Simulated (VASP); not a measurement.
# HCl in VASP: a series of runs

Runs on HCl. Level: PBEsol. Tasks: single point.

All numbers are computed with VASP 6.6.1; they aren't measurements. Logs are shortened: lines on timing, memory, paths and dates and some standing lists are left out, and cuts for length are marked.

### Step 1. The cell of the first run

The cell holds an amorphous packing of atoms, 24 atoms: a = 8.490 Å, b = 8.490 Å, c = 8.490 Å, α = 90.00°, β = 90.00°, γ = 90.00°.

### Step 2. Single point, PBEsol

The input, INCAR:

```
SYSTEM = HCl
ALGO     = Normal         ! electronic algorithm
EDIFF    = 1E-6           ! SCF threshold, eV
ENCUT    = 520            ! plane-wave cutoff, eV
GGA      = PS             ! functional
ISIF     = 2              ! what is computed and relaxed
ISMEAR   = -1             ! smearing method
LASPH    = .TRUE.         ! aspherical terms in the spheres
LCHARG   = .FALSE.        ! write CHGCAR
LREAL    = Auto         
LWAVE    = .FALSE.        ! write WAVECAR
NBANDS   = 66             ! bands
NELM     = 60             ! most SCF steps
PREC     = Accurate       ! precision mode
SIGMA    = 0.02           ! smearing width, eV
```

The input, KPOINTS:

```
k-points
0
G
  1 1 1
  0 0 0
```

The input, POSCAR:

```
HCl
1.0
    8.4901850000      0.0000000000      0.0000000000
    0.0000000000      8.4901850000      0.0000000000
    0.0000000000      0.0000000000      8.4901850000
Cl H
12 12
Direct
    0.3035287192      0.3727017619      0.3121965901
    0.0845050591      0.7361974163      0.1460157974
    0.7425669231      0.2325522276      0.4699979663
    0.8070943539      0.5313914573      0.7420800474
    0.4482042379      0.7608175692      0.9524029549
   -0.0083084477      0.9542396489      0.7123581813
    0.1609424876      0.4024683625      0.8427208040
    0.6510583497      0.8177799392      0.3349380345
    0.5766356867      0.3262934245      1.0110594209
    0.3910905884      0.0965585688      0.6267882245
    0.9697224671      0.1524215942      0.0785527757
    0.3290362294      0.7122389594      0.5636569841
    0.4035070318      0.4002323419      0.1981406524
    0.2225342056      0.7437691947      0.0758163174
    0.7699945458      0.3456176893      0.5774810973
    0.9530650357      0.4890606179      0.7927395995
    0.3979266994      0.7230518380      0.8097967641
   -0.1173209273      0.9689454532      0.6035880120
    0.0947060784      0.3033335600      0.9464984959
    0.5327551398      0.7532690419      0.4108165201
    0.6626852797      0.4296554585      0.9330823807
    0.5233028712      0.1300300413      0.5514886515
    0.9360918036      0.0683312130     -0.0464746696
    0.3468723818      0.8684916205      0.5792723976
```

Potentials or basis: VASP PAW PBE potentials, release 64 (Cl, H).

Launch:

```sh
> cat potpaw_PBE.64/Cl/POTCAR potpaw_PBE.64/H/POTCAR > POTCAR
> mpirun -np 1 vasp_gam > vasp.out
```

OUTCAR:

```text
SYSTEM = HCl
   EDIFF = 1E-6
   ENCUT = 520
   GGA = PS
   ISIF = 2
   ISMEAR = -1
   LASPH = .TRUE.
   LREAL = Auto
   NELM = 60
   PREC = Accurate

 ion  position               nearest neighbor table
   1  0.304  0.373  0.312-  13 1.31
   2  0.085  0.736  0.146-  14 1.32
   3  0.743  0.233  0.470-  15 1.34
   4  0.807  0.531  0.742-  16 1.36
   5  0.448  0.761  0.952-  17 1.32
   6  0.992  0.954  0.712-  18 1.31
[... 16 lines left out ...]
  23  0.936  0.068  0.954-  11 1.31
  24  0.347  0.868  0.579-  12 1.34

  LATTYP: Found a simple cubic cell.
 ALAT       =     8.4901850000

  Lattice vectors:

 A1 = (   8.4901850000,   0.0000000000,   0.0000000000)
 A2 = (   0.0000000000,   8.4901850000,   0.0000000000)
 A3 = (   0.0000000000,   0.0000000000,   8.4901850000)

Analysis of symmetry for initial positions (statically):
=====================================================================
 Subroutine PRICEL returns:
 Original cell was already a primitive cell.

 Routine SETGRP: Setting up the symmetry group for a
 simple cubic supercell.

 Subroutine GETGRP returns: Found  1 space group operations
 (whereof  1 operations were pure point group operations)
 out of a pool of 48 trial point group operations.

The static configuration has the point symmetry C_1 .

Analysis of symmetry for dynamics (positions and initial velocities):
=====================================================================
 Subroutine PRICEL returns:
 Original cell was already a primitive cell.

 Routine SETGRP: Setting up the symmetry group for a
 simple cubic supercell.

 Subroutine GETGRP returns: Found  1 space group operations
 (whereof  1 operations were pure point group operations)
 out of a pool of 48 trial point group operations.

The dynamic configuration has the point symmetry C_1 .

 Subroutine INISYM returns: Found  1 space group operations
 (whereof  1 operations are pure point group operations),
 and found     1 'primitive' translations

----------------------------------------------------------------------------------------

                                     Primitive cell

  volume of cell :     612.0001

  direct lattice vectors                    reciprocal lattice vectors
     8.490185000  0.000000000  0.000000000     0.117783064  0.000000000  0.000000000
     0.000000000  8.490185000  0.000000000     0.000000000  0.117783064  0.000000000
     0.000000000  0.000000000  8.490185000     0.000000000  0.000000000  0.117783064

  length of vectors
     8.490185000  8.490185000  8.490185000     0.117783064  0.117783064  0.117783064

  position of ions in fractional coordinates (direct lattice)
     0.303528719  0.372701762  0.312196590
     0.084505059  0.736197416  0.146015797
     0.742566923  0.232552228  0.469997966
     0.807094354  0.531391457  0.742080047
     0.448204238  0.760817569  0.952402955
     0.991691552  0.954239649  0.712358181
[... 16 lines left out ...]
     0.936091804  0.068331213  0.953525330
     0.346872382  0.868491621  0.579272398

  ion indices of the primitive-cell ions
   primitive index   ion index
                 1           1
                 2           2
                 3           3
                 4           4
                 5           5
                 6           6
[... 16 lines left out ...]
                23          23
                24          24

----------------------------------------------------------------------------------------

 KPOINTS: k-points

Automatic generation of k-mesh.
 Grid dimensions read from file:
 generate k-points for:    1    1    1

 Generating k-lattice:

  Cartesian coordinates                     Fractional coordinates (reciprocal lattice)
     0.117783064  0.000000000  0.000000000     1.000000000  0.000000000  0.000000000
     0.000000000  0.117783064  0.000000000     0.000000000  1.000000000  0.000000000
     0.000000000  0.000000000  0.117783064     0.000000000  0.000000000  1.000000000

  Length of vectors
     0.117783064  0.117783064  0.117783064

  Shift w.r.t. Gamma in fractional coordinates (k-lattice)
     0.000000000  0.000000000  0.000000000

 Subroutine IBZKPT returns following result:
 ===========================================

 Found      1 irreducible k-points:

 Following reciprocal coordinates:
            Coordinates               Weight
  0.000000  0.000000  0.000000      1.000000
   k-points           NKPTS =      1   k-points in BZ     NKDIM =      1   number of bands    NBANDS=     66
   number of dos      NEDOS =    301   number of ions     NIONS =     24
   total plane-waves  NPLWV = 262144
   dimension x,y,z NGX =    64 NGY =   64 NGZ =   64
   dimension x,y,z NGXF=   128 NGYF=  128 NGZF=  128
   ions per type =              12  12
   NGX,Y,Z   is equivalent  to a cutoff of  12.53, 12.53, 12.53 a.u.
   NGXF,Y,Z  is equivalent  to a cutoff of  25.06, 25.06, 25.06 a.u.
 SYSTEM =  HCl
   PREC   = accura    normal or accurate (medium, high low for compatibility)
   ISTART =      0    job   : 0-new  1-cont  2-samecut
   ICHARG =      2    charge: 1-file 2-atom 10-const
   ISPIN  =      1    spin polarized calculation?
   LNONCOLLINEAR =      F non collinear calculations
   LSORBIT =      F    spin-orbit coupling
   LASPH  =      T    aspherical Exc in radial PAW
   ENCUT  =  520.0 eV  38.22 Ry    6.18 a.u.  15.79 15.79 15.79*2*pi/ulx,y,z
   NELM   =     60;   NELMIN=  2; NELMDL= -5     # of ELM steps
   EDIFF  = 0.1E-05   stopping-criterion for ELM
   LREAL  =      T    real-space projection
   EDIFFG = 0.1E-04   stopping-criterion for IOM
   NSW    =      0    number of steps for IOM
   IBRION =     -1    ionic relax: 0-MD 1-quasi-New 2-CG
   NFREE  =      0    steps in history (QN), initial steepest desc. (CG)
   ISIF   =      2    stress and relaxation
   ISYM   =      2    0-nonsym 1-usesym 2-fastsym
   POTIM  = 0.5000    time-step for ionic-motion
   TEBEG  =    0.0;   TEEND  =   0.0 temperature during run
   PSTRESS=    0.0 pullay stress
   NELECT =      96.0000    total number of electrons
   NUPDOWN=      -1.0000    fix difference up-down
   EMIN   =  10.00;   EMAX   =-10.00  energy-range for DOS
   EFERMI =   0.00;   METHOD = LEGACY
   ISMEAR =    -1;   SIGMA  =   0.02  broadening in eV -4-tet -1-fermi 0-gaus
   EFERMI_NEDOS =   21; number of points for ismear=-14 and -15
   IALGO  =     38    algorithm
   IMIX   =      4    mixing-type and parameters
     AMIX     =   0.40;   BMIX     =  1.00
     AMIX_MAG =   1.60;   BMIX_MAG =  1.00
  volume/ion in A,a.u.               =      25.50       172.08
  Fermi-wavevector in a.u.,A,eV,Ry     =   0.882907  1.668452 10.606068  0.779524
  Thomas-Fermi vector in A             =   2.003601
   LORBIT       =      0    0 simple, 1 ext, 2 COOP (PROOUT), +10 PAW based schemes
   GGA     = PS    functional components
   LHFCALC =     F    Hartree Fock is set to
   AEXX    =    0.0000 exact exchange contribution
   IVDW    =     0    specifies the selected vdW correction
   LEPSILON=     F    determine dielectric tensor
   LRPA    =     F    only Hartree local field effects (RPA)
 non-spin polarized calculation
  energy-cutoff  :      520.00
  volume of cell :      612.00
 maximum number of plane-waves:      8260
 NGX is ok and might be reduce to    64
   NGX = 31   NGY = 31   NGZ = 31

 number of electron      95.9999990 magnetization

 Free energy of the ion-electron system (eV)
  ---------------------------------------------------
  ext. energy  EPLUGINS =         0.00000000
  ---------------------------------------------------
  free energy    TOTEN  =       -75.17929812 eV

  energy without entropy =      -75.17929812  energy(sigma->0) =      -75.17929812

 E-fermi :  -2.8269     XC(G=0):  -6.0817

 val. band max:       -3.3159590246   @ k =   0.0000   0.0000   0.0000
 cond. band min:       1.8881059204   @ k =   0.0000   0.0000   0.0000
 fundamental gap:      5.2040649450
 Fermi energy:        -2.8268832080

 k-point     1 :       0.0000    0.0000    0.0000
  band No.  band energies     occupation
      1     -17.9713      2.00000
      2     -17.8331      2.00000
      3     -17.7027      2.00000
      4     -17.5775      2.00000
      5     -17.4652      2.00000
      6     -17.3011      2.00000
[... 52 lines left out ...]
     59       4.1779      0.00000
     60       4.3561      0.00000
 [bands above 60 left out]

------------------------ aborting loop because EDIFF is reached ----------------------------------------

  FORCE on cell =-STRESS in cart. coord.  units (eV):
  Direction    XX          YY          ZZ          XY          YZ          ZX
  --------------------------------------------------------------------------------------
  -------------------------------------------------------------------------------------
  Total       -0.6285407     -0.1156605     -1.2069886     -0.8235100     -0.4848078     -0.4846740
  in kB       -1.6454797     -0.3027919     -3.1598195     -2.1558970     -1.2691961     -1.2688457
  external PRESSURE =      -1.7026971 kB  Pullay stress =       0.0000000 kB

 VOLUME and BASIS-vectors are now :
 -----------------------------------------------------------------------------
  energy-cutoff  :      520.00
  volume of cell :      612.00
      direct lattice vectors                 reciprocal lattice vectors
     8.490185000  0.000000000  0.000000000     0.117783064  0.000000000  0.000000000
     0.000000000  8.490185000  0.000000000     0.000000000  0.117783064  0.000000000
     0.000000000  0.000000000  8.490185000     0.000000000  0.000000000  0.117783064

 POSITION                                       TOTAL-FORCE (eV/Angst)
 -----------------------------------------------------------------------------------
      2.57701      3.16431      2.65061         0.063554      0.034698     -0.087316
      0.71746      6.25045      1.23970         0.109475      0.009134     -0.068790
      6.30453      1.97441      3.99037         0.095871      0.252914      0.287289
      6.85238      4.51161      6.30040         0.064431      0.019821      0.015367
      3.80534      6.45948      8.08608        -0.019702     -0.054655     -0.151991
      8.41964      8.10167      6.04805        -0.324742     -0.026805     -0.268667
[... 16 lines left out ...]
      7.94759      0.58014      8.09561         0.046803      0.021354      0.025081
      2.94501      7.37365      4.91813         0.014327      0.004982      0.009521
 -----------------------------------------------------------------------------------
    total drift:                               -0.001779      0.002845     -0.001033

  FREE ENERGIE OF THE ION-ELECTRON SYSTEM (eV)
  ---------------------------------------------------
  free  energy   TOTEN  =       -75.1792981209 eV

  energy  without entropy=      -75.1792981209  energy(sigma->0) =      -75.17929812
```

Run time: 32 s. Hardware: 1 thread of Intel Xeon 6975P-C (Granite Rapids), shared host; peak memory 0.54 GiB.

What came out:

```
Free energy            : -75.1793 eV
Pressure               : -0.2 GPa
Largest force          : 0.440 eV/Å
Band gap on the k mesh : 5.20 eV
```

Forces on the atoms (eV/Å):
```
Cl   0.064  0.035 -0.087
Cl   0.109  0.009 -0.069
Cl   0.096  0.253  0.287
Cl   0.064  0.020  0.015
Cl  -0.020 -0.055 -0.152
Cl  -0.325 -0.027 -0.269
Cl  -0.085  0.032  0.024
Cl   0.000 -0.020  0.024
Cl   0.132  0.106 -0.118
Cl  -0.002 -0.011 -0.007
Cl   0.003 -0.014 -0.059
Cl   0.018  0.041 -0.004
H   -0.044 -0.036  0.063
H   -0.143 -0.018  0.056
H   -0.096 -0.324 -0.259
H   -0.044 -0.061 -0.090
H    0.044  0.054  0.149
H    0.291  0.052  0.325
H   -0.004  0.027 -0.016
H    0.055  0.035 -0.019
H   -0.156 -0.160  0.124
H   -0.017  0.035  0.047
H    0.047  0.021  0.025
H    0.014  0.005  0.010
```

Levels at points of the mesh, in eV from the valence-band top:
```csv
k point,band 44,band 45,band 46,band 47,band 48,band 49,band 50,band 51,band 52,band 53
"(0.00, 0.00, 0.00)",-0.52,-0.39,-0.37,-0.20,0.00,5.20,6.27,6.48,6.61,6.66
```

Caveat: the k points lie up to 0.74 Å⁻¹ apart; the PAW data sets were made with another functional, which shifts forces and pressure a little.

(Part 1 of 2 ends here.)
